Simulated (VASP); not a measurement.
# SnO2 (Amm2) in VASP: a series of runs

SnO2 is run at these levels: r2SCAN; tasks: single point.

All numbers are computed with VASP 6.6.1; they aren't measurements. Logs are shortened: lines on timing, memory, paths and dates and some standing lists are left out, and cuts for length are marked.

## (1) The cell of the first run

Symmetry: Amm2, No. 38, orthorhombic system. Conventional cell: a = 3.186 Å, b = 6.700 Å, c = 6.700 Å, α = 90.00°, β = 90.00°, γ = 90.00°. Within 2.4 Å of Sn (site symmetry mm2) lie 6 O at 1.75 to 2.35 Å. Within 2.7 Å of Sn (site symmetry mm2) lie 6 O at 2.05 to 2.06 Å. O (site symmetry mm2) has 3 Sn at 2.06 to 2.35 Å and 1 O at 2.60 Å within 2.7 Å. O (site symmetry m) has 3 Sn at 2.05 to 2.08 Å and 1 O at 2.60 Å within 2.7 Å. Within 2.3 Å of O (site symmetry mm2) lie 3 Sn at 1.75 to 2.06 Å.

## (2) Single point, r2SCAN (atom 1 (Sn) moved -0.300 Å towards its neighbour atom 3 (O) at 2.048 Å)

Input file POSCAR:

```
SnO2
1.0
    4.7373500000      0.0000000000      0.0000000000
    0.0000000000      4.7373500000      0.0000000000
    0.0000000000      0.0000000000      3.1864000000
Sn O
2 4
Direct
   -0.0447786282     -0.0447786282      0.0000000000
    0.5000000000      0.5000000000      0.5000000000
    0.3056200000      0.3056200000      0.0000000000
    0.1943800000      0.8056200000      0.5000000000
    0.6943800000      0.6943800000      0.0000000000
    0.8056200000      0.1943800000      0.5000000000
```

Input file INCAR.step1:

```
PREC     = Accurate       # precision mode
ENCUT    = 520            # plane-wave cutoff, eV
ISMEAR   = 0              # smearing method
SIGMA    = 0.05           # smearing width, eV
LREAL    = False          # projectors in reciprocal space
LASPH    = True           # aspherical terms in the spheres
NELM     = 100            # most SCF steps
NBANDS   = 35             # bands
GGA      = PE             # functional
ALGO     = Normal         # electronic algorithm
EDIFF    = 1E-4           # SCF threshold, eV
LWAVE    = True           # write WAVECAR
LCHARG   = False          # write CHGCAR
```

Input file INCAR.step2:

```
PREC     = Accurate       # precision mode
ENCUT    = 520            # plane-wave cutoff, eV
EDIFF    = 1E-6           # SCF threshold, eV
ISMEAR   = 0              # smearing method
SIGMA    = 0.05           # smearing width, eV
LREAL    = False          # projectors in reciprocal space
LASPH    = True           # aspherical terms in the spheres
NELM     = 100            # most SCF steps
ALGO     = Normal         # electronic algorithm
ISIF     = 2              # what is computed and relaxed
LWAVE    = False          # write WAVECAR
LCHARG   = False          # write CHGCAR
METAGGA  = R2SCAN         # meta-GGA
LMIXTAU  = True         
NBANDS   = 35             # bands
ISTART   = 1
```

Input file KPOINTS:

```
regular mesh
0
Gamma
  6 6 8
```

Potentials or basis: VASP PAW PBE potentials, release 64 (Sn_d, O).

Launch:

```sh
> cat potpaw_PBE.64/Sn_d/POTCAR potpaw_PBE.64/O/POTCAR > POTCAR
> cp INCAR.step1 INCAR
> mpirun -np 1 vasp_std > vasp.out
> cp INCAR.step2 INCAR
> mpirun -np 1 vasp_std > vasp.out
```

OUTCAR:

```text
PREC = Accurate
   ENCUT = 520
   EDIFF = 1E-6
   ISMEAR = 0
   LREAL = False
   LASPH = True
   NELM = 100
   ISIF = 2
   METAGGA = R2SCAN
   ISTART = 1

 ion  position               nearest neighbor table
   1  0.955  0.955  0.000-   5 1.75   4 2.08   6 2.08   4 2.08   6 2.08   3 2.35   2 3.44   2 3.44
                             2 3.72   2 3.72   2 3.72   2 3.72
   2  0.500  0.500  0.500-   4 2.05   6 2.05   5 2.06   3 2.06   3 2.06   5 2.06   1 3.44   1 3.44
                             1 3.72   1 3.72   1 3.72   1 3.72
   3  0.306  0.306  0.000-   2 2.06   2 2.06   1 2.35
   4  0.194  0.806  0.500-   2 2.05   1 2.08   1 2.08
   5  0.694  0.694  0.000-   1 1.75   2 2.06   2 2.06
   6  0.806  0.194  0.500-   2 2.05   1 2.08   1 2.08

  LATTYP: Found a simple tetragonal cell.
 ALAT       =     4.7373500000
 C/A-ratio  =     0.6726123255

  Lattice vectors:

 A1 = (   4.7373500000,   0.0000000000,   0.0000000000)
 A2 = (   0.0000000000,   4.7373500000,   0.0000000000)
 A3 = (   0.0000000000,   0.0000000000,   3.1864000000)

Analysis of symmetry for initial positions (statically):
=====================================================================
 Subroutine PRICEL returns:
 Original cell was already a primitive cell.

 Routine SETGRP: Setting up the symmetry group for a
 simple tetragonal supercell.

 Subroutine GETGRP returns: Found  4 space group operations
 (whereof  4 operations were pure point group operations)
 out of a pool of 16 trial point group operations.

The static configuration has the point symmetry C_2v.

Analysis of symmetry for dynamics (positions and initial velocities):
=====================================================================
 Subroutine PRICEL returns:
 Original cell was already a primitive cell.

 Routine SETGRP: Setting up the symmetry group for a
 simple tetragonal supercell.

 Subroutine GETGRP returns: Found  4 space group operations
 (whereof  4 operations were pure point group operations)
 out of a pool of 16 trial point group operations.

The dynamic configuration has the point symmetry C_2v.

 Subroutine INISYM returns: Found  4 space group operations
 (whereof  4 operations are pure point group operations),
 and found     1 'primitive' translations

----------------------------------------------------------------------------------------

                                     Primitive cell

  volume of cell :      71.5107

  direct lattice vectors                    reciprocal lattice vectors
     4.737350000  0.000000000  0.000000000     0.211088478  0.000000000  0.000000000
     0.000000000  4.737350000  0.000000000     0.000000000  0.211088478  0.000000000
     0.000000000  0.000000000  3.186400000     0.000000000  0.000000000  0.313833794

  length of vectors
     4.737350000  4.737350000  3.186400000     0.211088478  0.211088478  0.313833794

  position of ions in fractional coordinates (direct lattice)
     0.955221372  0.955221372  0.000000000
     0.500000000  0.500000000  0.500000000
     0.305620000  0.305620000  0.000000000
     0.194380000  0.805620000  0.500000000
     0.694380000  0.694380000  0.000000000
     0.805620000  0.194380000  0.500000000

  ion indices of the primitive-cell ions
   primitive index   ion index
                 1           1
                 2           2
                 3           3
                 4           4
                 5           5
                 6           6

----------------------------------------------------------------------------------------

 KPOINTS: regular mesh

Automatic generation of k-mesh.
 Grid dimensions read from file:
 generate k-points for:    6    6    8

 Generating k-lattice:

  Cartesian coordinates                     Fractional coordinates (reciprocal lattice)
     0.035181413  0.000000000  0.000000000     0.166666667  0.000000000  0.000000000
     0.000000000  0.035181413  0.000000000     0.000000000  0.166666667  0.000000000
     0.000000000  0.000000000  0.039229224     0.000000000  0.000000000  0.125000000

  Length of vectors
     0.035181413  0.035181413  0.039229224

  Shift w.r.t. Gamma in fractional coordinates (k-lattice)
     0.000000000  0.000000000  0.000000000

 Subroutine IBZKPT returns following result:
 ===========================================

 Found     65 irreducible k-points:

 Following reciprocal coordinates:
            Coordinates               Weight
  0.000000  0.000000  0.000000      1.000000
  0.166667  0.000000  0.000000      4.000000
  0.333333  0.000000  0.000000      4.000000
  0.500000  0.000000  0.000000      2.000000
  0.166667  0.166667  0.000000      2.000000
 -0.166667  0.166667  0.000000      2.000000
[... 16 lines left out ...]
  0.333333  0.333333  0.125000      4.000000
 -0.333333  0.333333  0.125000      4.000000
 [... further k-points ...]
   k-points           NKPTS =     65   k-points in BZ     NKDIM =     65   number of bands    NBANDS=     35
[... 53 lines left out ...]
   NGX = 17   NGY = 17   NGZ = 11

 number of electron      51.9999990 magnetization

 Free energy of the ion-electron system (eV)
  ---------------------------------------------------
  ext. energy  EPLUGINS =         0.00000000
  ---------------------------------------------------
  free energy    TOTEN  =       -83.20597163 eV

  energy without entropy =      -83.20597163  energy(sigma->0) =      -83.20597163

 E-fermi :   6.3876     XC(G=0): -12.0384

 val. band max:        6.1218795302   @ k =   0.0000   0.0000   0.0000
 cond. band min:       7.5974789662   @ k =   0.0000   0.0000   0.0000
 fundamental gap:      1.4755994359
 Fermi energy:         6.3875770534

 k-point     1 :       0.0000    0.0000    0.0000
  band No.  band energies     occupation
      1     -16.8785      2.00000
      2     -15.2071      2.00000
      3     -15.0494      2.00000
      4     -14.8264      2.00000
      5     -14.7931      2.00000
      6     -14.7885      2.00000
[... 27 lines left out ...]
     34      19.0216      0.00000
     35      19.6532      0.00000

 k-point     2 :       0.1667    0.0000    0.0000
  band No.  band energies     occupation
      1     -16.8634      2.00000
      2     -15.2887      2.00000
      3     -15.0058      2.00000
      4     -14.8243      2.00000
      5     -14.7968      2.00000
      6     -14.7918      2.00000
[... 27 lines left out ...]
     34      18.9807      0.00000
     35      19.5698      0.00000

 k-point     3 :       0.3333    0.0000    0.0000
  band No.  band energies     occupation
      1     -16.8311      2.00000
      2     -15.4155      2.00000
      3     -14.9541      2.00000
      4     -14.8198      2.00000
      5     -14.8073      2.00000
      6     -14.7892      2.00000
[... 27 lines left out ...]
     34      18.8824      0.00000
     35      19.2912      0.00000

 k-point     4 :       0.5000    0.0000    0.0000
  band No.  band energies     occupation
      1     -16.8137      2.00000
      2     -15.4728      2.00000
      3     -14.9341      2.00000
      4     -14.8176      2.00000
      5     -14.8116      2.00000
      6     -14.7878      2.00000
[... 27 lines left out ...]
     34      18.8780      0.00000
     35      19.1375      0.00000

 k-point     5 :       0.1667    0.1667    0.0000
  band No.  band energies     occupation
      1     -16.8407      2.00000
      2     -15.4250      2.00000
      3     -14.9482      2.00000
      4     -14.8193      2.00000
      5     -14.7939      2.00000
      6     -14.7816      2.00000
[... 638 lines left out ...]
 k-point    22 :       0.5000    0.1667    0.1250
  band No.  band energies     occupation
      1     -16.8127      2.00000
      2     -15.5193      2.00000
      3     -14.9970      2.00000
      4     -14.9476      2.00000
      5     -14.7949      2.00000
      6     -14.7296      2.00000
[... 27 lines left out ...]
     34      19.0084      0.00000
     35      19.3291      0.00000

 k-point    23 :       0.3333    0.3333    0.1250
  band No.  band energies     occupation
      1     -16.8128      2.00000
      2     -15.5822      2.00000
      3     -14.9809      2.00000
      4     -14.9643      2.00000
      5     -14.7896      2.00000
      6     -14.7433      2.00000
[... 27 lines left out ...]
     34      19.0004      0.00000
     35      19.0147      0.00000

 k-point    24 :      -0.3333    0.3333    0.1250
  band No.  band energies     occupation
      1     -16.8316      2.00000
      2     -15.5354      2.00000
      3     -15.0002      2.00000
      4     -14.9498      2.00000
      5     -14.7968      2.00000
      6     -14.7259      2.00000
[... 27 lines left out ...]
     34      18.9128      0.00000
     35      19.1542      0.00000

 [... further k-points ...]

------------------------ aborting loop because EDIFF is reached ----------------------------------------

  FORCE on cell =-STRESS in cart. coord.  units (eV):
  Direction    XX          YY          ZZ          XY          YZ          ZX
  --------------------------------------------------------------------------------------
  -------------------------------------------------------------------------------------
  Total        7.2720430      7.2720430      1.7782292      6.8712108      0.0000000      0.0000000
  in kB      162.9280210    162.9280210     39.8407108    153.9474908      0.0000000      0.0000000
  external PRESSURE =     121.8989176 kB  Pullay stress =       0.0000000 kB

 VOLUME and BASIS-vectors are now :
 -----------------------------------------------------------------------------
  energy-cutoff  :      520.00
  volume of cell :       71.51
      direct lattice vectors                 reciprocal lattice vectors
     4.737350000  0.000000000  0.000000000     0.211088478  0.000000000  0.000000000
     0.000000000  4.737350000  0.000000000     0.000000000  0.211088478  0.000000000
     0.000000000  0.000000000  3.186400000     0.000000000  0.000000000  0.313833794

 POSITION                                       TOTAL-FORCE (eV/Angst)
 -----------------------------------------------------------------------------------
      4.52522      4.52522      0.00000         7.728442      7.728442      0.000000
      2.36868      2.36868      1.59320        -2.108131     -2.108131      0.000000
      1.44783      1.44783      0.00000        -0.234486     -0.234486      0.000000
      0.92085      3.81650      1.59320        -0.379829     -0.046456      0.000000
      3.28952      3.28952      0.00000        -4.959540     -4.959540      0.000000
      3.81650      0.92085      1.59320        -0.046456     -0.379829      0.000000
 -----------------------------------------------------------------------------------
    total drift:                               -0.003688     -0.003688     -0.000005

  FREE ENERGIE OF THE ION-ELECTRON SYSTEM (eV)
  ---------------------------------------------------
  free  energy   TOTEN  =       -83.2059716317 eV

  energy  without entropy=      -83.2059716317  energy(sigma->0) =      -83.20597163
```

It took 15 min on 1 thread of Intel Xeon 8259CL, shared host; peak memory 0.23 GiB.

Results:

```
Free energy            : -83.2060 eV
Pressure               : 12.2 GPa
Largest force          : 10.930 eV/Å
Band gap on the k mesh : 1.48 eV
```

Forces in eV/Å, atoms in the order of the input:
```
Sn   7.728  7.728  0.000
Sn  -2.108 -2.108  0.000
O   -0.234 -0.234  0.000
O   -0.380 -0.046  0.000
O   -4.960 -4.960  0.000
O   -0.046 -0.380  0.000
```

Caveat: the cell differs from its parent crystal (atom 1 (Sn) moved -0.300 Å towards its neighbour atom 3 (O) at 2.048 Å); the stress differs along the axes, from 4 to 16 GPa; the PAW data sets were made with another functional, which shifts forces and pressure a little; spin-orbit coupling is left out, which moves the levels of the heavy elements.

## (3) Single point, r2SCAN (atom 1 (Sn) moved +0.225 Å towards its neighbour atom 3 (O) at 2.048 Å)

Changes to POSCAR since step 2:

```diff
@@ -8,3 +8,3 @@
 Direct
-   -0.0447786282     -0.0447786282      0.0000000000
+    0.0335839712      0.0335839712      0.0000000000
     0.5000000000      0.5000000000      0.5000000000
```

Input file INCAR.step1:

```
ALGO     = Normal         # electronic algorithm
EDIFF    = 1E-4           # SCF threshold, eV
ENCUT    = 520            # plane-wave cutoff, eV
GGA      = PE             # functional
ISMEAR   = 0              # smearing method
LASPH    = T              # aspherical terms in the spheres
LCHARG   = F              # write CHGCAR
LREAL    = F              # projectors in reciprocal space
LWAVE    = T              # write WAVECAR
NBANDS   = 35             # bands
NELM     = 100            # most SCF steps
PREC     = Accurate       # precision mode
SIGMA    = 0.05           # smearing width, eV
```

Input file INCAR.step2:

```
ALGO     = Normal         # electronic algorithm
EDIFF    = 1E-6           # SCF threshold, eV
ENCUT    = 520            # plane-wave cutoff, eV
ISIF     = 2              # what is computed and relaxed
ISMEAR   = 0              # smearing method
ISTART   = 1            
LASPH    = T              # aspherical terms in the spheres
LCHARG   = F              # write CHGCAR
LMIXTAU  = T            
LREAL    = F              # projectors in reciprocal space
LWAVE    = F              # write WAVECAR
METAGGA  = R2SCAN         # meta-GGA
NBANDS   = 35             # bands
NELM     = 100            # most SCF steps
PREC     = Accurate       # precision mode
SIGMA    = 0.05           # smearing width, eV
```

Input file KPOINTS:

```
k-points
0
Gamma
  6 6 8
```

Potentials or basis: VASP PAW PBE potentials, release 64 (Sn_d, O).

Launch:

```sh
> cat potpaw_PBE.64/Sn_d/POTCAR potpaw_PBE.64/O/POTCAR > POTCAR
> cp INCAR.step1 INCAR
> mpirun -np 1 vasp_std > vasp.out
> cp INCAR.step2 INCAR
> mpirun -np 1 vasp_std > vasp.out
```

Wall time 18 min (1 thread of Intel Xeon 8259CL, shared host); peak memory 0.23 GiB.

Results (log left out):

```
Free energy            : -83.8783 eV
Pressure               : 8.6 GPa
Largest force          : 7.165 eV/Å
Band gap on the k mesh : 1.65 eV
```

Forces in eV/Å, atoms in the order of the input:
```
Sn  -5.066 -5.066  0.000
Sn   1.573  1.573  0.000
O    2.855  2.855  0.000
O    0.059  0.239  0.000
O    0.340  0.340  0.000
O    0.239  0.059  0.000
```

Stress tensor (GPa, compression positive):
```
10.67  8.54  0.00
 8.54 10.67  0.00
 0.00  0.00  4.38
```

Levels at points of the mesh, in eV from the valence-band top:
| k point | band 22 | band 23 | band 24 | band 25 | band 26 | band 27 | band 28 | band 29 | band 30 | band 31 |
| --- | --- | --- | --- | --- | --- | --- | --- | --- | --- | --- |
| (0.00, 0.00, 0.00) | -1.46 | -1.38 | -1.19 | -0.88 | 0.00 | 1.65 | 6.38 | 6.92 | 7.05 | 10.73 |
| (0.50, 0.00, 0.00) | -1.96 | -1.59 | -1.30 | -1.08 | -0.42 | 4.74 | 4.89 | 7.47 | 7.77 | 11.70 |
| (0.50, 0.50, 0.00) | -2.15 | -1.54 | -1.30 | -1.20 | -0.89 | 5.25 | 5.28 | 8.01 | 8.08 | 11.77 |
| (0.00, 0.00, 0.50) | -2.74 | -2.41 | -1.92 | -1.54 | -1.00 | 6.69 | 6.70 | 10.00 | 10.21 | 11.33 |
| (0.50, 0.00, 0.50) | -2.00 | -1.42 | -1.29 | -0.85 | -0.61 | 6.92 | 6.95 | 8.57 | 8.90 | 11.50 |
| (0.50, 0.50, 0.50) | -1.94 | -1.91 | -1.15 | -1.07 | -0.54 | 5.31 | 5.37 | 9.36 | 9.56 | 11.27 |

Caveat: the cell differs from its parent crystal (atom 1 (Sn) moved +0.225 Å towards its neighbour atom 3 (O) at 2.048 Å); the stress differs along the axes, from 4 to 11 GPa; the PAW data sets were made with another functional, which shifts forces and pressure a little; spin-orbit coupling is left out, which moves the levels of the heavy elements.

## (4) Single point, r2SCAN (atom 1 (Sn) moved -0.150 Å towards its neighbour atom 3 (O) at 2.048 Å)

Changes to POSCAR since step 3:

```diff
@@ -8,3 +8,3 @@
 Direct
-    0.0335839712      0.0335839712      0.0000000000
+   -0.0223893141     -0.0223893141      0.0000000000
     0.5000000000      0.5000000000      0.5000000000
```

Input file INCAR.step1:

```
SYSTEM = SnO2
ALGO = Normal ; EDIFF = 1E-4
ENCUT = 520 ; GGA = PE
ISMEAR = 0 ; LASPH = .TRUE.
LCHARG = .FALSE. ; LREAL = .FALSE.
LWAVE = .TRUE. ; NBANDS = 35
NELM = 100 ; PREC = Accurate
SIGMA = 0.05
```

Input file INCAR.step2:

```
SYSTEM = SnO2
ALGO = Normal ; EDIFF = 1E-6
ENCUT = 520 ; ISIF = 2
ISMEAR = 0 ; ISTART = 1
LASPH = .TRUE. ; LCHARG = .TRUE.
LELF = .TRUE. ; LMIXTAU = .TRUE.
LREAL = .FALSE. ; LVHAR = .TRUE.
LWAVE = .FALSE. ; METAGGA = R2SCAN
NBANDS = 35 ; NELM = 100
PREC = Accurate ; SIGMA = 0.05
```

Input file KPOINTS:

```
k-points
0
G
  6 6 8
  0 0 0
```

Launch:

```sh
> cat potpaw_PBE.64/Sn_d/POTCAR potpaw_PBE.64/O/POTCAR > POTCAR
> cp INCAR.step1 INCAR
> mpirun -np 1 vasp_std > vasp.out
> cp INCAR.step2 INCAR
> mpirun -np 1 vasp_std > vasp.out
```

Wall time 16 min (1 thread of Intel Xeon 8259CL, shared host); peak memory 0.23 GiB.

It converged, with:

```
Free energy            : -84.3037 eV
Pressure               : 6.1 GPa
Largest force          : 4.299 eV/Å
Band gap on the k mesh : 1.80 eV
```

Forces on the atoms (eV/Å):
```
Sn   3.040  3.040  0.000
Sn  -1.046 -1.046  0.000
O   -0.375 -0.375  0.000
O   -0.124 -0.065  0.000
O   -1.430 -1.430  0.000
O   -0.065 -0.124  0.000
```

Stress tensor (GPa, compression positive):
```
6.80 3.76 0.00
3.76 6.80 0.00
0.00 0.00 4.73
```

Levels at points of the mesh, in eV from the valence-band top:
```tsv
k point	band 24	band 25	band 26	band 27	band 28	band 29
(0.00, 0.00, 0.00)	-1.10	-0.85	0.00	1.80	6.64	7.01
(0.50, 0.00, 0.00)	-1.09	-1.06	-0.45	4.94	5.03	7.65
(0.50, 0.50, 0.00)	-1.31	-1.07	-0.91	5.43	5.44	8.16
(0.00, 0.00, 0.50)	-1.82	-1.42	-1.09	6.86	6.87	10.31
(0.50, 0.00, 0.50)	-1.24	-0.77	-0.64	7.12	7.14	8.77
(0.50, 0.50, 0.50)	-1.07	-0.98	-0.62	5.48	5.51	9.54
```

Caveat: the cell differs from its parent crystal (atom 1 (Sn) moved -0.150 Å towards its neighbour atom 3 (O) at 2.048 Å); the cell stands under pressure; the PAW data sets were made with another functional, which shifts forces and pressure a little; spin-orbit coupling is left out, which moves the levels of the heavy elements.

## (5) Overview

| cell | gap on the mesh (eV) | pressure (GPa) | largest force (eV/Å) |
| --- | --- | --- | --- |
| as given, atomic positions A | 1.48 | 12.2 | 10.93 |
| as given, atomic positions B | 1.65 | 8.6 | 7.17 |
| as given, atomic positions C | 1.80 | 6.1 | 4.30 |

Alike in all rows: task single point; level r2SCAN; potentials or basis VASP PAW PBE potentials, release 64 (Sn_d, O); no spin polarisation; k mesh 6 × 6 × 8; cutoff (eV) 520; smearing gaussian 0.05 eV.

Caveats: the PAW data sets were made with another functional, which shifts forces and pressure a little; spin-orbit coupling is left out, which moves the levels of the heavy elements; the stress differs along the axes, from 4 to 16 GPa (at least some runs); the stress differs along the axes, from 4 to 11 GPa (at least some runs); the cell stands under pressure (at least some runs).

Total energies depend on the potentials used, so only differences within one code and one set of settings carry meaning.
